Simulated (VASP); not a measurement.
# Ru (P6/mmm) in VASP: a series of runs, part 2 of 2

VASP 6.6.1.

## 4. Single point, PBE

This run uses another cell than the first one, of 12.78 Å³/atom.

INCAR

```
SYSTEM = Ru
PREC     = Accurate       ! precision mode
ENCUT    = 520            ! plane-wave cutoff, eV
EDIFF    = 1E-6           ! SCF threshold, eV
ISMEAR   = -1             ! smearing method
SIGMA    = 0.05           ! smearing width, eV
LREAL    = .False.        ! projectors in reciprocal space
LASPH    = .True.         ! aspherical terms in the spheres
NELM     = 100            ! most SCF steps
ALGO     = Normal         ! electronic algorithm
ISIF     = 2              ! what is computed and relaxed
LWAVE    = .False.        ! write WAVECAR
LCHARG   = .False.        ! write CHGCAR
GGA      = PE             ! functional
NBANDS   = 13             ! bands
```

KPOINTS

```
regular mesh
0
Gamma
  17 17 15
  0 0 0
```

POSCAR

```
Ru
1.0
    2.5161046060      0.0000000000      0.0000000000
   -1.2580523030      2.1790105073      0.0000000000
    0.0000000000      0.0000000000      2.3318396014
Ru
1
Direct
    0.0000000000      0.0000000000      0.0000000000
```

Potentials or basis: VASP PAW PBE potentials, release 64 (Ru_pv).

Run with:

```console
> cat potpaw_PBE.64/Ru_pv/POTCAR > POTCAR
> mpirun -np 1 vasp_std > vasp.out
```

OUTCAR:

```text
SYSTEM = Ru
   PREC = Accurate
   ENCUT = 520
   EDIFF = 1E-6
   ISMEAR = -1
   LREAL = .False.
   LASPH = .True.
   NELM = 100
   ISIF = 2
   GGA = PE

 ion  position               nearest neighbor table
   1  0.000  0.000  0.000-

  LATTYP: Found a hexagonal cell.
 ALAT       =     2.5161046060
 C/A-ratio  =     0.9267657616

  Lattice vectors:

 A1 = (   2.5161046060,   0.0000000000,   0.0000000000)
 A2 = (  -1.2580523030,   2.1790105073,   0.0000000000)
 A3 = (   0.0000000000,   0.0000000000,   2.3318396014)

Analysis of symmetry for initial positions (statically):
=====================================================================
 Subroutine PRICEL returns:
 Original cell was already a primitive cell.

 Routine SETGRP: Setting up the symmetry group for a
 hexagonal supercell.

 Subroutine GETGRP returns: Found 24 space group operations
 (whereof 24 operations were pure point group operations)
 out of a pool of 24 trial point group operations.

The static configuration has the point symmetry D_6h.

Analysis of symmetry for dynamics (positions and initial velocities):
=====================================================================
 Subroutine PRICEL returns:
 Original cell was already a primitive cell.

 Routine SETGRP: Setting up the symmetry group for a
 hexagonal supercell.

 Subroutine GETGRP returns: Found 24 space group operations
 (whereof 24 operations were pure point group operations)
 out of a pool of 24 trial point group operations.

The dynamic configuration has the point symmetry D_6h.

 Subroutine INISYM returns: Found 24 space group operations
 (whereof 24 operations are pure point group operations),
 and found     1 'primitive' translations

----------------------------------------------------------------------------------------

                                     Primitive cell

  volume of cell :      12.7846

  direct lattice vectors                    reciprocal lattice vectors
     2.516104606  0.000000000  0.000000000     0.397439756  0.229461950  0.000000000
    -1.258052303  2.179010507  0.000000000     0.000000000  0.458923900  0.000000000
     0.000000000  0.000000000  2.331839601     0.000000000  0.000000000  0.428845963

  length of vectors
     2.516104606  2.516104606  2.331839601     0.458923900  0.458923900  0.428845963

  position of ions in fractional coordinates (direct lattice)
     0.000000000  0.000000000  0.000000000

  ion indices of the primitive-cell ions
   primitive index   ion index
                 1           1

----------------------------------------------------------------------------------------

 KPOINTS: regular mesh

Automatic generation of k-mesh.
 Grid dimensions read from file:
 generate k-points for:   17   17   15

 Generating k-lattice:

  Cartesian coordinates                     Fractional coordinates (reciprocal lattice)
     0.023378809  0.013497762  0.000000000     0.058823529 -0.000000000  0.000000000
     0.000000000  0.026995524  0.000000000     0.000000000  0.058823529  0.000000000
     0.000000000  0.000000000  0.028589731     0.000000000  0.000000000  0.066666667

  Length of vectors
     0.026995524  0.026995524  0.028589731

  Shift w.r.t. Gamma in fractional coordinates (k-lattice)
     0.000000000  0.000000000  0.000000000

 Subroutine IBZKPT returns following result:
 ===========================================

 Found    264 irreducible k-points:

 Following reciprocal coordinates:
            Coordinates               Weight
  0.000000  0.000000  0.000000      1.000000
  0.058824  0.000000  0.000000      6.000000
  0.117647  0.000000  0.000000      6.000000
  0.176471  0.000000  0.000000      6.000000
  0.235294  0.000000  0.000000      6.000000
  0.294118  0.000000  0.000000      6.000000
[... 16 lines left out ...]
  0.411765  0.117647  0.000000     12.000000
  0.176471  0.176471  0.000000      6.000000
 [... further k-points ...]
   k-points           NKPTS =    264   k-points in BZ     NKDIM =    264   number of bands    NBANDS=     13
   number of dos      NEDOS =    301   number of ions     NIONS =      1
   total plane-waves  NPLWV =   7200
   dimension x,y,z NGX =    20 NGY =   20 NGZ =   18
   dimension x,y,z NGXF=    40 NGYF=   40 NGZF=   36
   ions per type =               1
   NGX,Y,Z   is equivalent  to a cutoff of  13.21, 13.21, 12.83 a.u.
   NGXF,Y,Z  is equivalent  to a cutoff of  26.43, 26.43, 25.67 a.u.
 SYSTEM =  Ru
   PREC   = accura    normal or accurate (medium, high low for compatibility)
   ISTART =      0    job   : 0-new  1-cont  2-samecut
   ICHARG =      2    charge: 1-file 2-atom 10-const
   ISPIN  =      1    spin polarized calculation?
   LNONCOLLINEAR =      F non collinear calculations
   LSORBIT =      F    spin-orbit coupling
   LASPH  =      T    aspherical Exc in radial PAW
   ENCUT  =  520.0 eV  38.22 Ry    6.18 a.u.   4.68  4.68  4.34*2*pi/ulx,y,z
   NELM   =    100;   NELMIN=  2; NELMDL= -5     # of ELM steps
   EDIFF  = 0.1E-05   stopping-criterion for ELM
   LREAL  =      F    real-space projection
   EDIFFG = 0.1E-04   stopping-criterion for IOM
   NSW    =      0    number of steps for IOM
   IBRION =     -1    ionic relax: 0-MD 1-quasi-New 2-CG
   NFREE  =      0    steps in history (QN), initial steepest desc. (CG)
   ISIF   =      2    stress and relaxation
   ISYM   =      2    0-nonsym 1-usesym 2-fastsym
   POTIM  = 0.5000    time-step for ionic-motion
   TEBEG  =    0.0;   TEEND  =   0.0 temperature during run
   PSTRESS=    0.0 pullay stress
   NELECT =      14.0000    total number of electrons
   NUPDOWN=      -1.0000    fix difference up-down
   EMIN   =  10.00;   EMAX   =-10.00  energy-range for DOS
   EFERMI =   0.00;   METHOD = LEGACY
   ISMEAR =    -1;   SIGMA  =   0.05  broadening in eV -4-tet -1-fermi 0-gaus
   EFERMI_NEDOS =   21; number of points for ismear=-14 and -15
   IALGO  =     38    algorithm
   IMIX   =      4    mixing-type and parameters
     AMIX     =   0.40;   BMIX     =  1.00
     AMIX_MAG =   1.60;   BMIX_MAG =  1.00
  volume/ion in A,a.u.               =      12.78        86.27
  Fermi-wavevector in a.u.,A,eV,Ry     =   1.687415  3.188752 38.740820  2.847370
  Thomas-Fermi vector in A             =   2.769905
   LORBIT       =      0    0 simple, 1 ext, 2 COOP (PROOUT), +10 PAW based schemes
   GGA     = PE    functional components
   LHFCALC =     F    Hartree Fock is set to
   AEXX    =    0.0000 exact exchange contribution
   IVDW    =     0    specifies the selected vdW correction
   LEPSILON=     F    determine dielectric tensor
   LRPA    =     F    only Hartree local field effects (RPA)
 non-spin polarized calculation
  energy-cutoff  :      520.00
  volume of cell :       12.78
 maximum number of plane-waves:       357
 NGX is ok and might be reduce to    20
   NGX =  9   NGY =  9   NGZ =  9

 number of electron      14.0000004 magnetization

 Free energy of the ion-electron system (eV)
  ---------------------------------------------------
  ext. energy  EPLUGINS =         0.00000000
  ---------------------------------------------------
  free energy    TOTEN  =        -8.03684188 eV

  energy without entropy =       -8.02739515  energy(sigma->0) =       -8.03211852

 E-fermi :  14.0866     XC(G=0): -14.3869

 val. band max:       14.0823067103   @ k =   0.2941   0.0588   0.0000
 cond. band min:      14.1074427433   @ k =   0.4118   0.0000   0.2000
 fundamental gap:      0.0251360330
 Fermi energy:        14.0865612508

 k-point     1 :       0.0000    0.0000    0.0000
  band No.  band energies     occupation
      1     -28.3090      2.00000
      2     -28.3090      2.00000
      3     -28.1914      2.00000
      4       5.7780      2.00000
      5       7.3647      2.00000
      6      11.1817      2.00000
      7      11.1817      2.00000
      8      16.5095      0.00000
      9      16.5095      0.00000
     10      24.8909      0.00000
     11      29.0891      0.00000
     12      32.6342      0.00000
     13      37.9827      0.00000

 k-point     2 :       0.0588    0.0000    0.0000
  band No.  band energies     occupation
      1     -28.3636      2.00000
      2     -28.3212      2.00000
      3     -28.1857      2.00000
      4       5.9367      2.00000
      5       7.4266      2.00000
      6      11.0487      2.00000
      7      11.3192      2.00000
      8      16.3691      0.00000
      9      16.4852      0.00000
     10      24.8908      0.00000
     11      29.4084      0.00000
[... 339 lines left out ...]
 k-point    24 :       0.1765    0.1765    0.0000
  band No.  band energies     occupation
      1     -29.2669      2.00000
      2     -28.6472      2.00000
      3     -28.0777      2.00000
      4       8.1395      2.00000
      5       9.3464      2.00000
      6       9.3471      2.00000
      7      14.3839      0.00521
      8      15.1927      0.00000
      9      15.8085      0.00000
     10      24.8905      0.00000
     11      29.3304      0.00000
     12      29.5785      0.00000
     13      37.4692      0.00000

 [... further k-points ...]
[... 5 lines left out ...]
  --------------------------------------------------------------------------------------
  -------------------------------------------------------------------------------------
  Total        4.6970766      4.6970766      4.7441939      0.0000000     -0.0000000      0.0000000
  in kB      588.6423856    588.6423856    594.5471748      0.0000000     -0.0000000      0.0000000
  external PRESSURE =     590.6106487 kB  Pullay stress =       0.0000000 kB

 VOLUME and BASIS-vectors are now :
 -----------------------------------------------------------------------------
  energy-cutoff  :      520.00
  volume of cell :       12.78
      direct lattice vectors                 reciprocal lattice vectors
     2.516104606  0.000000000  0.000000000     0.397439756  0.229461950  0.000000000
    -1.258052303  2.179010507  0.000000000     0.000000000  0.458923900  0.000000000
     0.000000000  0.000000000  2.331839601     0.000000000  0.000000000  0.428845963

 POSITION                                       TOTAL-FORCE (eV/Angst)
 -----------------------------------------------------------------------------------
      0.00000      0.00000      0.00000         0.000000      0.000000      0.000000
 -----------------------------------------------------------------------------------
    total drift:                               -0.000000      0.000000      0.000000

  FREE ENERGIE OF THE ION-ELECTRON SYSTEM (eV)
  ---------------------------------------------------
  free  energy   TOTEN  =        -8.0368418832 eV

  energy  without entropy=       -8.0273951483  energy(sigma->0) =       -8.03211852
```

It took 37 s on 1 thread of Intel Xeon 8259CL, shared host; peak memory 0.16 GiB.

What came out:

- Free energy: -8.0368 eV
- Pressure: 59.1 GPa
- Band gap on the k mesh: zero (bands 7 and 8 overlap by 4.32 eV)

Caveat: the cell stands under pressure.

## 5. Single point, PBE (12.78 Å³/atom)

This run uses another cell than the first one, of 12.78 Å³/atom.

INCAR

```
  PREC = Accurate
  ENCUT = 520
  EDIFF = 1E-7
  ISMEAR = -1
  SIGMA = 0.05
  LREAL = False
  LASPH = True
  NELM = 80
  ALGO = Normal
  ISIF = 2
  LWAVE = False
  LCHARG = False
  GGA = PE
  NBANDS = 13
```

KPOINTS

```
Automatic mesh
0
Gamma
  17 17 15
```

POSCAR is that of step 4.

Run with:

```console
> cat potpaw_PBE.64/Ru_pv/POTCAR > POTCAR
> mpirun -np 1 vasp_std > vasp.out
```

Run time: 38 s. Hardware: 1 thread of Intel Xeon 8259CL, shared host; peak memory 0.16 GiB.

The run converged. Its results:

* Free energy: -8.0368 eV
* Pressure: 59.2 GPa
* Band gap on the k mesh: zero (bands 7 and 8 overlap by 4.32 eV)

Stress tensor (GPa, compression positive):
```
59.00  0.00  0.00
 0.00 59.00  0.00
 0.00  0.00 59.51
```

Levels at points of the mesh, in eV from the Fermi level:
| k point | band 5 | band 6 | band 7 | band 8 | band 9 | band 10 |
| --- | --- | --- | --- | --- | --- | --- |
| (0.00, 0.00, 0.00) | -6.72 | -2.90 | -2.90 | 2.42 | 2.42 | 10.81 |

Caveat: the cell stands under pressure.

## 6. Single point, PBE

INCAR

```
SYSTEM = Ru
PREC = Accurate
ENCUT = 520
EDIFF = 1E-7
ISMEAR = -1
SIGMA = 0.05
LREAL = .FALSE.
LASPH = .TRUE.
NELM = 80
ALGO = Normal
ISIF = 2
LWAVE = .FALSE.
LCHARG = .TRUE.
GGA = PE
LELF = .TRUE.
LVHAR = .TRUE.
NBANDS = 13
```

KPOINTS

```
Automatic mesh
0
G
  17 17 15
  0 0 0
```

POSCAR

```
Ru
1.0
    2.6141519665      0.0000000000      0.0000000000
   -1.3070759832      2.2639220123      0.0000000000
    0.0000000000      0.0000000000      2.4143436026
Ru
1
Direct
    0.0000000000      0.0000000000      0.0000000000
```

Potentials or basis: VASP PAW PBE potentials, release 64 (Ru_pv).

Run with:

```console
> cat potpaw_PBE.64/Ru_pv/POTCAR > POTCAR
> mpirun -np 1 vasp_std > vasp.out
```

OUTCAR:

```text
SYSTEM = Ru
   PREC = Accurate
   ENCUT = 520
   EDIFF = 1E-7
   ISMEAR = -1
   LREAL = .FALSE.
   LASPH = .TRUE.
   NELM = 80
   ISIF = 2
   GGA = PE

 ion  position               nearest neighbor table
   1  0.000  0.000  0.000-

  LATTYP: Found a hexagonal cell.
 ALAT       =     2.6141519665
 C/A-ratio  =     0.9235666608

  Lattice vectors:

 A1 = (   2.6141519665,   0.0000000000,   0.0000000000)
 A2 = (  -1.3070759832,   2.2639220123,   0.0000000000)
 A3 = (   0.0000000000,   0.0000000000,   2.4143436026)

Analysis of symmetry for initial positions (statically):
=====================================================================
 Subroutine PRICEL returns:
 Original cell was already a primitive cell.

 Routine SETGRP: Setting up the symmetry group for a
 hexagonal supercell.

 Subroutine GETGRP returns: Found 24 space group operations
 (whereof 24 operations were pure point group operations)
 out of a pool of 24 trial point group operations.

The static configuration has the point symmetry D_6h.

Analysis of symmetry for dynamics (positions and initial velocities):
[... 159 lines left out ...]
 val. band max:       12.0363412130   @ k =   0.1765   0.1765   0.2000
 cond. band min:      12.0566636030   @ k =   0.2353   0.0000   0.2000
 fundamental gap:      0.0203223901
 Fermi energy:        12.0409541895

 k-point     1 :       0.0000    0.0000    0.0000
  band No.  band energies     occupation
      1     -30.3307      2.00000
      2     -30.3307      2.00000
      3     -30.2394      2.00000
      4       4.3844      2.00000
      5       6.2266      2.00000
      6       9.5861      2.00000
      7       9.5861      2.00000
      8      14.0626      0.00000
      9      14.0626      0.00000
     10      22.9221      0.00000
     11      27.1030      0.00000
     12      29.7865      0.00000
     13      34.5907      0.00000
[... 354 lines left out ...]
  band No.  band energies     occupation
      1     -30.9926      2.00000
      2     -30.5651      2.00000
      3     -30.1625      2.00000
      4       6.7050      2.00000
      5       7.7916      2.00000
      6       8.0105      2.00000
      7      12.3400      0.00504
      8      12.9781      0.00000
      9      13.4976      0.00000
     10      22.9219      0.00000
     11      26.1563      0.00000
     12      26.5099      0.00000
     13      34.3612      0.00000

 [... further k-points ...]
[... 5 lines left out ...]
  --------------------------------------------------------------------------------------
  -------------------------------------------------------------------------------------
  Total        1.2715133      1.2715133      1.3027190      0.0000000     -0.0000000     -0.0000000
  in kB      142.5739338    142.5739338    146.0730086      0.0000000     -0.0000000     -0.0000000
  external PRESSURE =     143.7402921 kB  Pullay stress =       0.0000000 kB

 VOLUME and BASIS-vectors are now :
 -----------------------------------------------------------------------------
  energy-cutoff  :      520.00
  volume of cell :       14.29
      direct lattice vectors                 reciprocal lattice vectors
     2.614151967  0.000000000  0.000000000     0.382533232  0.220855664  0.000000000
    -1.307075983  2.263922012  0.000000000     0.000000000  0.441711329  0.000000000
     0.000000000  0.000000000  2.414343603     0.000000000  0.000000000  0.414191252

 POSITION                                       TOTAL-FORCE (eV/Angst)
 -----------------------------------------------------------------------------------
      0.00000      0.00000      0.00000         0.000000      0.000000      0.000000
 -----------------------------------------------------------------------------------
    total drift:                                0.000000      0.000000      0.000000

  FREE ENERGIE OF THE ION-ELECTRON SYSTEM (eV)
  ---------------------------------------------------
  free  energy   TOTEN  =        -8.3628437651 eV

  energy  without entropy=       -8.3509850333  energy(sigma->0) =       -8.35691440
```

OSZICAR:

```text
N       E                     dE             d eps       ncg     rms          rms(c)
DAV:   1     0.107701099178E+03    0.10770E+03   -0.84623E+03  6914   0.114E+03
DAV:   2    -0.755685815509E+01   -0.11526E+03   -0.11048E+03  7329   0.324E+02
DAV:   3    -0.879471234110E+01   -0.12379E+01   -0.12297E+01  8264   0.371E+01
DAV:   4    -0.879862131892E+01   -0.39090E-02   -0.39088E-02  7519   0.221E+00
DAV:   5    -0.879864741951E+01   -0.26101E-04   -0.26099E-04  8094   0.166E-01    0.120E+01
DAV:   6    -0.839218833053E+01    0.40646E+00   -0.67902E-01  7094   0.105E+01    0.408E+00
DAV:   7    -0.836532199754E+01    0.26866E-01   -0.49667E-02  7839   0.263E+00    0.128E+00
DAV:   8    -0.836306342950E+01    0.22586E-02   -0.45473E-03  7384   0.865E-01    0.214E-01
DAV:   9    -0.836284539263E+01    0.21804E-03   -0.11856E-04  7749   0.145E-01    0.190E-02
DAV:  10    -0.836284496442E+01    0.42822E-06   -0.36165E-06  7709   0.213E-02    0.505E-03
DAV:  11    -0.836284415694E+01    0.80748E-06   -0.23598E-07  7814   0.572E-03    0.958E-04
DAV:  12    -0.836284376905E+01    0.38789E-06   -0.50067E-08  3972   0.305E-03    0.145E-04
DAV:  13    -0.836284376514E+01    0.39161E-08   -0.10678E-09  3667   0.397E-04
   1 F= -.83628438E+01 E0= -.83569144E+01  d E =-.118587E-01
```

It took 44 s on 1 thread of Intel Xeon 8259CL, shared host; peak memory 0.16 GiB.

Results:

```
Free energy            : -8.3628 eV
Pressure               : 14.4 GPa
Band gap on the k mesh : zero (bands 7 and 8 overlap by 3.64 eV)
```

Stress tensor (GPa, compression positive):
```
14.26  0.00  0.00
 0.00 14.26  0.00
 0.00  0.00 14.61
```

Caveat: the cell stands under pressure.

## 7. Summary

| task | cell | cutoff (eV) | gap on the mesh (eV) | pressure (GPa) |
| --- | --- | --- | --- | --- |
| relaxation of shape and atoms at fixed volume | relaxed from a = 2.618, b = 2.618, c = 2.407 Å, angles 90.0, 90.0, 120.0°, 1 atom | 600 | none | 14.3 |
| relaxation of cell and atoms | relaxed from a = 2.601, b = 2.601, c = 2.445 Å, angles 90.0, 90.0, 120.0°, 1 atom | 600 | none | 0.0 |
| single point | a = 2.516, b = 2.516, c = 2.332 Å, angles 90.0, 90.0, 120.0°, 1 atom | 520 | none | 59.2 |
| single point | a = 2.614, b = 2.614, c = 2.414 Å, angles 90.0, 90.0, 120.0°, 1 atom | 520 | none | 14.4 |

Alike in all rows: level PBE; potentials or basis VASP PAW PBE potentials, release 64 (Ru_pv); no spin polarisation; k mesh 17 × 17 × 15; smearing fermi-dirac 0.05 eV.

Caveats: the cell stands under pressure (at least some runs).

Absolute energies hang on the potentials; compare differences alone.
